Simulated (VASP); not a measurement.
# ReH4I2N2 (C2/m) in VASP: notebook

Runs on ReH4I2N2. Level: r2SCAN. Tasks: single point.

All numbers are computed with VASP 6.6.1; they aren't measurements. Logs are shortened: lines on timing, memory, paths and dates and some standing lists are left out, and cuts for length are marked.

### Step 1. The cell of the first run

Symmetry: C2/m, No. 12, monoclinic system. The conventional cell has a = 12.511 Å, b = 3.801 Å, c = 5.898 Å, α = 90.00°, β = 105.71°, γ = 90.00°. Re (site symmetry 2/m) has 2 I at 2.34 Å and 4 N at 2.50 Å and 8 H at 3.14 to 3.19 Å within 3.2 Å. Within 2.9 Å of I (site symmetry m) lie 3 H at 2.22 to 2.66 Å and 1 Re at 2.34 Å. N (site symmetry m) has 2 H at 1.19 to 1.20 Å within 1.6 Å. Within 1.6 Å of H (site symmetry m) lie 1 N at 1.20 Å. Within 1.6 Å of H (site symmetry m) lie 1 N at 1.19 Å.

### Step 2. Single point, r2SCAN

POSCAR

```
ReH4I2N2
1.0
    0.0000000000      3.8009030000      0.0000000000
    6.2552760000     -1.9004510000      0.0000000000
    1.5971910000      0.0000000000     -5.6772640000
Re I N H
1 2 2 4
Direct
    0.0000000000      0.0000000000      0.0000000000
    0.8812000000      0.7624000000      0.7537000000
    0.1188000000      0.2376000000      0.2463000000
    0.6067000000      0.2134000000      0.7706000000
    0.3933000000      0.7866000000      0.2294000000
    0.6100000000      0.2200000000      0.5660000000
    0.3900000000      0.7800000000      0.4340000000
    0.7010000000      0.4020000000      0.7762000000
    0.2990000000      0.5980000000      0.2238000000
```

INCAR.step1

```
SYSTEM = ReH4I2N2
PREC     = Accurate       ! precision mode
ENCUT    = 520            ! plane-wave cutoff, eV
ISMEAR   = -1             ! smearing method
SIGMA    = 0.1            ! smearing width, eV
LREAL    = .False.        ! projectors in reciprocal space
LASPH    = .True.         ! aspherical terms in the spheres
NELM     = 80             ! most SCF steps
NBANDS   = 28             ! bands
GGA      = PE             ! functional
ALGO     = Normal         ! electronic algorithm
EDIFF    = 1E-4           ! SCF threshold, eV
LWAVE    = .True.         ! write WAVECAR
LCHARG   = .False.        ! write CHGCAR
```

INCAR.step2

```
SYSTEM = ReH4I2N2
PREC     = Accurate       ! precision mode
ENCUT    = 520            ! plane-wave cutoff, eV
EDIFF    = 1E-6           ! SCF threshold, eV
ISMEAR   = -1             ! smearing method
SIGMA    = 0.1            ! smearing width, eV
LREAL    = .False.        ! projectors in reciprocal space
LASPH    = .True.         ! aspherical terms in the spheres
NELM     = 80             ! most SCF steps
ALGO     = Normal         ! electronic algorithm
ISIF     = 2              ! what is computed and relaxed
LWAVE    = .False.        ! write WAVECAR
LCHARG   = .True.         ! write CHGCAR
METAGGA  = R2SCAN         ! meta-GGA
LMIXTAU  = .True.       
LELF     = .True.         ! ELF
LVHAR    = .True.       
NBANDS   = 28             ! bands
ISTART   = 1
```

KPOINTS

```
Automatic mesh
0
Gamma
  5 5 3
  0 0 0
```

Potentials or basis: VASP PAW PBE potentials, release 64 (Re, I, N, H).

On the command line:

```
> cat potpaw_PBE.64/Re/POTCAR potpaw_PBE.64/I/POTCAR potpaw_PBE.64/N/POTCAR potpaw_PBE.64/H/POTCAR > POTCAR
> cp INCAR.step1 INCAR
> mpirun -np 1 vasp_std > vasp.out
> cp INCAR.step2 INCAR
> mpirun -np 1 vasp_std > vasp.out
```

OUTCAR:

```text
SYSTEM = ReH4I2N2
   PREC = Accurate
   ENCUT = 520
   EDIFF = 1E-6
   ISMEAR = -1
   LREAL = .False.
   LASPH = .True.
   NELM = 80
   ISIF = 2
   METAGGA = R2SCAN
   ISTART = 1

 ion  position               nearest neighbor table
   1  0.000  0.000  0.000-   2 2.34   3 2.34   4 2.50   5 2.50   4 2.50   5 2.50
   2  0.881  0.762  0.754-   8 2.22   1 2.34
   3  0.119  0.238  0.246-   9 2.22   1 2.34
   4  0.607  0.213  0.771-   8 1.19   6 1.20   1 2.50   1 2.50
   5  0.393  0.787  0.229-   9 1.19   7 1.20   1 2.50   1 2.50
   6  0.610  0.220  0.566-   4 1.20
   7  0.390  0.780  0.434-   5 1.20
   8  0.701  0.402  0.776-   4 1.19   2 2.22
   9  0.299  0.598  0.224-   5 1.19   3 2.22

  LATTYP: Found a base centered monoclinic cell.
 ALAT       =    12.5105520000
 B/A-ratio  =     0.3038157709
 C/A-ratio  =     0.4714145261
 COS(beta)  =    -0.2708179344

  Lattice vectors:

 A1 = (  -6.2552760000,  -1.9004520000,   0.0000000000)
 A2 = (  -6.2552760000,   1.9004510000,   0.0000000000)
 A3 = (   1.5971910000,   0.0000000000,  -5.6772640000)

Analysis of symmetry for initial positions (statically):
=====================================================================
 Subroutine PRICEL returns:
 Original cell was already a primitive cell.

 Routine SETGRP: Setting up the symmetry group for a
 base centered monoclinic supercell.

 Subroutine GETGRP returns: Found  4 space group operations
 (whereof  4 operations were pure point group operations)
 out of a pool of  4 trial point group operations.

The static configuration has the point symmetry C_2h.

Analysis of symmetry for dynamics (positions and initial velocities):
=====================================================================
 Subroutine PRICEL returns:
 Original cell was already a primitive cell.

 Routine SETGRP: Setting up the symmetry group for a
 base centered monoclinic supercell.

 Subroutine GETGRP returns: Found  4 space group operations
 (whereof  4 operations were pure point group operations)
 out of a pool of  4 trial point group operations.

The dynamic configuration has the point symmetry C_2h.

 Subroutine INISYM returns: Found  4 space group operations
 (whereof  4 operations are pure point group operations),
 and found     1 'primitive' translations

----------------------------------------------------------------------------------------

                                     Primitive cell

  volume of cell :     134.9809

  direct lattice vectors                    reciprocal lattice vectors
     0.000000000  3.800903000  0.000000000     0.079932503  0.263095375  0.022487500
     6.255276000 -1.900451000  0.000000000     0.159865048  0.000000000  0.044975012
     1.597191000  0.000000000 -5.677264000     0.000000000  0.000000000 -0.176141183

  length of vectors
     3.800903000  6.537598324  5.897655943     0.275887783  0.166071025  0.176141183

  position of ions in fractional coordinates (direct lattice)
     0.000000000  0.000000000  0.000000000
     0.881200000  0.762400000  0.753700000
     0.118800000  0.237600000  0.246300000
     0.606700000  0.213400000  0.770600000
     0.393300000  0.786600000  0.229400000
     0.610000000  0.220000000  0.566000000
     0.390000000  0.780000000  0.434000000
     0.701000000  0.402000000  0.776200000
     0.299000000  0.598000000  0.223800000

  ion indices of the primitive-cell ions
   primitive index   ion index
                 1           1
                 2           2
                 3           3
                 4           4
                 5           5
                 6           6
                 7           7
                 8           8
                 9           9

----------------------------------------------------------------------------------------

 KPOINTS: Automatic mesh

Automatic generation of k-mesh.
 Grid dimensions read from file:
 generate k-points for:    5    5    3

 Generating k-lattice:

  Cartesian coordinates                     Fractional coordinates (reciprocal lattice)
     0.015986501  0.052619075  0.004497500     0.200000000 -0.000000000  0.000000000
     0.031973010  0.000000000  0.008995002     0.000000000  0.200000000 -0.000000000
     0.000000000  0.000000000 -0.058713728     0.000000000  0.000000000  0.333333333

  Length of vectors
     0.055177557  0.033214205  0.058713728

  Shift w.r.t. Gamma in fractional coordinates (k-lattice)
     0.000000000  0.000000000  0.000000000

 Subroutine IBZKPT returns following result:
 ===========================================

 Found     24 irreducible k-points:

 Following reciprocal coordinates:
            Coordinates               Weight
  0.000000  0.000000  0.000000      1.000000
  0.200000 -0.000000 -0.000000      4.000000
  0.400000  0.000000 -0.000000      4.000000
  0.000000  0.200000 -0.000000      2.000000
  0.200000  0.200000  0.000000      4.000000
  0.400000  0.200000 -0.000000      4.000000
[... 16 lines left out ...]
  0.200000 -0.400000  0.333333      4.000000
  0.000000 -0.200000  0.333333      2.000000
   k-points           NKPTS =     24   k-points in BZ     NKDIM =     24   number of bands    NBANDS=     28
   number of dos      NEDOS =    301   number of ions     NIONS =      9
   total plane-waves  NPLWV =  67200
   dimension x,y,z NGX =    28 NGY =   50 NGZ =   48
   dimension x,y,z NGXF=    56 NGYF=  100 NGZF=   96
   ions per type =               1   2   2   4
   NGX,Y,Z   is equivalent  to a cutoff of  12.25, 12.71, 13.53 a.u.
   NGXF,Y,Z  is equivalent  to a cutoff of  24.49, 25.43, 27.06 a.u.
 SYSTEM =  ReH4I2N2
   PREC   = accura    normal or accurate (medium, high low for compatibility)
   ISTART =      1    job   : 0-new  1-cont  2-samecut
   ICHARG =      0    charge: 1-file 2-atom 10-const
   ISPIN  =      1    spin polarized calculation?
   LNONCOLLINEAR =      F non collinear calculations
   LSORBIT =      F    spin-orbit coupling
   LASPH  =      T    aspherical Exc in radial PAW
   ENCUT  =  520.0 eV  38.22 Ry    6.18 a.u.   7.07 12.16 10.97*2*pi/ulx,y,z
   NELM   =     80;   NELMIN=  2; NELMDL=  0     # of ELM steps
   EDIFF  = 0.1E-05   stopping-criterion for ELM
   LREAL  =      F    real-space projection
   EDIFFG = 0.1E-04   stopping-criterion for IOM
   NSW    =      0    number of steps for IOM
   IBRION =     -1    ionic relax: 0-MD 1-quasi-New 2-CG
   NFREE  =      0    steps in history (QN), initial steepest desc. (CG)
   ISIF   =      2    stress and relaxation
   ISYM   =      2    0-nonsym 1-usesym 2-fastsym
   POTIM  = 0.5000    time-step for ionic-motion
   TEBEG  =    0.0;   TEEND  =   0.0 temperature during run
   PSTRESS=    0.0 pullay stress
   NELECT =      35.0000    total number of electrons
   NUPDOWN=      -1.0000    fix difference up-down
   EMIN   =  10.00;   EMAX   =-10.00  energy-range for DOS
   EFERMI =   0.00;   METHOD = LEGACY
   ISMEAR =    -1;   SIGMA  =   0.10  broadening in eV -4-tet -1-fermi 0-gaus
   EFERMI_NEDOS =   21; number of points for ismear=-14 and -15
   IALGO  =     38    algorithm
   IMIX   =      4    mixing-type and parameters
     AMIX     =   0.40;   BMIX     =  1.00
     AMIX_MAG =   1.60;   BMIX_MAG =  1.00
  volume/ion in A,a.u.               =      15.00       101.21
  Fermi-wavevector in a.u.,A,eV,Ry     =   1.043935  1.972751 14.827629  1.089800
  Thomas-Fermi vector in A             =   2.178666
   LORBIT       =      0    0 simple, 1 ext, 2 COOP (PROOUT), +10 PAW based schemes
   METAGGA = R2SCAN    functional components
   LHFCALC =     F    Hartree Fock is set to
   AEXX    =    0.0000 exact exchange contribution
   IVDW    =     0    specifies the selected vdW correction
   LEPSILON=     F    determine dielectric tensor
   LRPA    =     F    only Hartree local field effects (RPA)
 non-spin polarized calculation
  energy-cutoff  :      520.00
  volume of cell :      134.98
 maximum number of plane-waves:      3654
   NGX = 15   NGY = 25   NGZ = 21

 number of electron      35.0000000 magnetization

 Free energy of the ion-electron system (eV)
  ---------------------------------------------------
  ext. energy  EPLUGINS =         0.00000000
  ---------------------------------------------------
  free energy    TOTEN  =      -129.27593978 eV

  energy without entropy =     -129.07819177  energy(sigma->0) =     -129.17706577

 E-fermi :   3.5420     XC(G=0):  -9.7023

 val. band max:        3.5176415344   @ k =   0.2000   0.2000   0.0000
 cond. band min:       3.5484852258   @ k =   0.2000  -0.0000   0.3333
 fundamental gap:      0.0308436914
 Fermi energy:         3.5419893599

 k-point     1 :       0.0000    0.0000    0.0000
  band No.  band energies     occupation
      1     -12.7371      2.00000
      2     -12.0557      2.00000
      3     -10.8083      2.00000
      4     -10.2542      2.00000
      5      -4.0358      2.00000
      6      -3.4945      2.00000
[... 20 lines left out ...]
     27      10.9787      0.00000
     28      12.2291      0.00000

 k-point     2 :       0.2000   -0.0000   -0.0000
  band No.  band energies     occupation
      1     -12.5668      2.00000
      2     -12.0711      2.00000
      3     -10.8138      2.00000
      4     -10.1398      2.00000
      5      -3.7717      2.00000
      6      -3.4709      2.00000
[... 20 lines left out ...]
     27      10.7939      0.00000
     28      11.2992      0.00000

 k-point     3 :       0.4000    0.0000   -0.0000
  band No.  band energies     occupation
      1     -12.2352      2.00000
      2     -12.1032      2.00000
      3     -10.8591      2.00000
      4      -9.9408      2.00000
      5      -3.4071      2.00000
      6      -3.1770      2.00000
[... 616 lines left out ...]
      3     -10.8077      2.00000
      4     -10.5208      2.00000
      5      -3.2095      2.00000
      6      -3.0274      2.00000
[... 20 lines left out ...]
     27      11.2132      0.00000
     28      11.5474      0.00000

 k-point    24 :       0.0000   -0.2000    0.3333
  band No.  band energies     occupation
      1     -12.4373      2.00000
      2     -12.2073      2.00000
      3     -10.8480      2.00000
      4     -10.5920      2.00000
      5      -3.5113      2.00000
      6      -3.1907      2.00000
[... 20 lines left out ...]
     27      11.3429      0.00000
     28      11.8844      0.00000

------------------------ aborting loop because EDIFF is reached ----------------------------------------

  FORCE on cell =-STRESS in cart. coord.  units (eV):
  Direction    XX          YY          ZZ          XY          YZ          ZX
  --------------------------------------------------------------------------------------
  -------------------------------------------------------------------------------------
  Total        5.7874135    -12.4523813     -4.2345823      0.0000002     -0.0000011    -12.8260260
  in kB       68.6946224   -147.8055158    -50.2630467      0.0000021     -0.0000133   -152.2405506
  external PRESSURE =     -43.1246467 kB  Pullay stress =       0.0000000 kB

 VOLUME and BASIS-vectors are now :
 -----------------------------------------------------------------------------
  energy-cutoff  :      520.00
  volume of cell :      134.98
      direct lattice vectors                 reciprocal lattice vectors
     0.000000000  3.800903000  0.000000000     0.079932503  0.263095375  0.022487500
     6.255276000 -1.900451000  0.000000000     0.159865048  0.000000000  0.044975012
     1.597191000  0.000000000 -5.677264000     0.000000000  0.000000000 -0.176141183

 POSITION                                       TOTAL-FORCE (eV/Angst)
 -----------------------------------------------------------------------------------
      0.00000      0.00000      0.00000         0.000000      0.000000      0.000000
      5.97283      1.90045     -4.27895        -3.343441     -0.000000      2.519091
      1.87964      0.00000     -1.39831         3.343441      0.000000     -2.519091
      2.56567      1.90045     -4.37490         0.805713      0.000000      1.259571
      5.28680      0.00000     -1.30236        -0.805713     -0.000000     -1.259571
      2.28017      1.90045     -3.21333         0.970210     -0.000000     -4.024581
      5.57230      0.00000     -2.46393        -0.970210      0.000000      4.024581
      3.75436      1.90045     -4.40669        -4.078995     -0.000000      0.077973
      4.09811      0.00000     -1.27057         4.078995      0.000000     -0.077973
 -----------------------------------------------------------------------------------
    total drift:                                0.000000     -0.000000      0.000000

  FREE ENERGIE OF THE ION-ELECTRON SYSTEM (eV)
  ---------------------------------------------------
  free  energy   TOTEN  =      -129.2759397751 eV

  energy  without entropy=     -129.0781917708  energy(sigma->0) =     -129.17706577
```

Wall time 12 min (1 thread of Intel Xeon 8259CL, shared host); peak memory 0.34 GiB.

Results:

* Free energy: -129.2759 eV
* Pressure: -4.3 GPa
* Largest force: 4.186 eV/Å
* Band gap on the k mesh: zero (an odd number of electrons rules out a gap without spin polarisation)

Forces on the atoms (eV/Å):
```
Re   0.000  0.000  0.000
I   -3.343  0.000  2.519
I    3.343  0.000 -2.519
N    0.806  0.000  1.260
N   -0.806  0.000 -1.260
H    0.970  0.000 -4.025
H   -0.970  0.000  4.025
H   -4.079  0.000  0.078
H    4.079  0.000 -0.078
```

Caveat: the k points lie up to 0.37 Å⁻¹ apart, too coarse for converged energies and pressures of a metal; the PAW data sets were made with another functional, which shifts forces and pressure a little; spin-orbit coupling is left out, which moves the levels of the heavy elements; an odd number of electrons without spin polarisation forces a metal; a magnetic or distorted state may lie lower.

### Step 3. Single point, r2SCAN

POSCAR is that of step 2.

INCAR.step1

```
PREC = Accurate
ENCUT = 520
ISMEAR = -4
SIGMA = 0.1
LREAL = F
LASPH = T
NELM = 80
NBANDS = 28
GGA = PE
ALGO = Normal
EDIFF = 1E-4
LWAVE = T
LCHARG = F
```

INCAR.step2

```
PREC = Accurate
ENCUT = 520
EDIFF = 1E-6
ISMEAR = -4
SIGMA = 0.1
LREAL = F
LASPH = T
NELM = 80
ALGO = Normal
ISIF = 2
LWAVE = F
LCHARG = T
METAGGA = R2SCAN
LMIXTAU = T
LELF = T
LVHAR = T
NBANDS = 28
ISTART = 1
```

KPOINTS

```
Automatic mesh
0
Gamma
  5 5 3
```

Potentials or basis: VASP PAW PBE potentials, release 64 (Re, I, N, H).

On the command line:

```
> cat potpaw_PBE.64/Re/POTCAR potpaw_PBE.64/I/POTCAR potpaw_PBE.64/N/POTCAR potpaw_PBE.64/H/POTCAR > POTCAR
> cp INCAR.step1 INCAR
> mpirun -np 1 vasp_std > vasp.out
> cp INCAR.step2 INCAR
> mpirun -np 1 vasp_std > vasp.out
```

It took 11 min on 1 thread of Intel Xeon 8259CL, shared host; peak memory 0.34 GiB.

It converged, with:

| Quantity | Value |
| --- | --- |
| Free energy | -129.1336 eV |
| Pressure | -4.4 GPa |
| Largest force | 4.146 eV/Å |
| Band gap on the k mesh | zero (an odd number of electrons rules out a gap without spin polarisation) |

Forces on the atoms (eV/Å):
```
Re   0.000  0.000  0.000
I   -3.324  0.000  2.478
I    3.324  0.000 -2.478
N    0.818  0.000  1.279
N   -0.818  0.000 -1.279
H    0.984  0.000 -4.027
H   -0.984  0.000  4.027
H   -4.078  0.000  0.080
H    4.078  0.000 -0.080
```

Stress tensor (GPa, compression positive):
```
  6.91   0.00 -15.00
  0.00 -15.12   0.00
-15.00   0.00  -5.11
```

Levels at points of the mesh, in eV from the Fermi level:
```csv
k point,band 16,band 17,band 18,band 19,band 20,band 21
"(0.00, 0.00, 0.00)",-0.95,-0.80,-0.46,0.67,2.71,2.82
```

Caveat: the k points lie up to 0.37 Å⁻¹ apart, too coarse for converged energies and pressures of a metal; the PAW data sets were made with another functional, which shifts forces and pressure a little; spin-orbit coupling is left out, which moves the levels of the heavy elements; an odd number of electrons without spin polarisation forces a metal; a magnetic or distorted state may lie lower; tetrahedron occupations give inexact forces and stress in metals.

### Step 4. Single point, r2SCAN

POSCAR is that of step 3.

INCAR.step1

```
ALGO = Normal
EDIFF = 1E-4
ENCUT = 520
GGA = PE
ISMEAR = -1
ISYM = 0
LASPH = True
LCHARG = False
LREAL = False
LWAVE = True
NBANDS = 28
NELM = 80
PREC = Accurate
SIGMA = 0.1
```

INCAR.step2

```
ALGO = Normal
EDIFF = 1E-7
ENCUT = 520
ISIF = 2
ISMEAR = -1
ISTART = 1
ISYM = 0
LASPH = True
LCHARG = False
LMIXTAU = True
LREAL = False
LWAVE = False
METAGGA = R2SCAN
NBANDS = 28
NELM = 80
PREC = Accurate
SIGMA = 0.1
```

KPOINTS

```
Automatic mesh
0
Gamma
  5 5 3
  0.5 0.5 0.5
```

On the command line:

```
> cat potpaw_PBE.64/Re/POTCAR potpaw_PBE.64/I/POTCAR potpaw_PBE.64/N/POTCAR potpaw_PBE.64/H/POTCAR > POTCAR
> cp INCAR.step1 INCAR
> mpirun -np 1 vasp_std > vasp.out
> cp INCAR.step2 INCAR
> mpirun -np 1 vasp_std > vasp.out
```

Run time: 22 min. Hardware: 1 thread of Intel Xeon 8259CL, shared host; peak memory 0.48 GiB.

It converged, with:

* Free energy: -129.2912 eV
* Pressure: -4.5 GPa
* Largest force: 4.211 eV/Å
* Band gap on the k mesh: zero (an odd number of electrons rules out a gap without spin polarisation)

Forces in eV/Å, atoms in the order of the input:
```
Re   0.000  0.000  0.000
I   -3.393  0.000  2.495
I    3.393  0.000 -2.495
N    0.815  0.000  1.258
N   -0.815  0.000 -1.258
H    0.980  0.000 -4.042
H   -0.980  0.000  4.042
H   -4.081  0.000  0.069
H    4.081  0.000 -0.069
```

Stress tensor (GPa, compression positive):
```
  7.06   0.00 -15.22
  0.00 -15.22   0.00
-15.22   0.00  -5.23
```

Levels at points of the mesh, in eV from the Fermi level:
| k point | band 15 | band 16 | band 17 | band 18 | band 19 | band 20 |
| --- | --- | --- | --- | --- | --- | --- |
| (0.50, 0.50, 0.50) | -2.49 | -1.50 | -0.90 | 0.05 | 0.28 | 2.08 |
| (0.50, 0.00, 0.50) | -2.49 | -1.50 | -0.90 | 0.05 | 0.28 | 2.08 |

Caveat: the k points lie up to 0.37 Å⁻¹ apart, too coarse for converged energies and pressures of a metal; the PAW data sets were made with another functional, which shifts forces and pressure a little; spin-orbit coupling is left out, which moves the levels of the heavy elements; an odd number of electrons without spin polarisation forces a metal; a magnetic or distorted state may lie lower.

(Part 1 of 2 ends here.)

The gap in the log of VASP goes by the Fermi energy; the results here count the filled bands.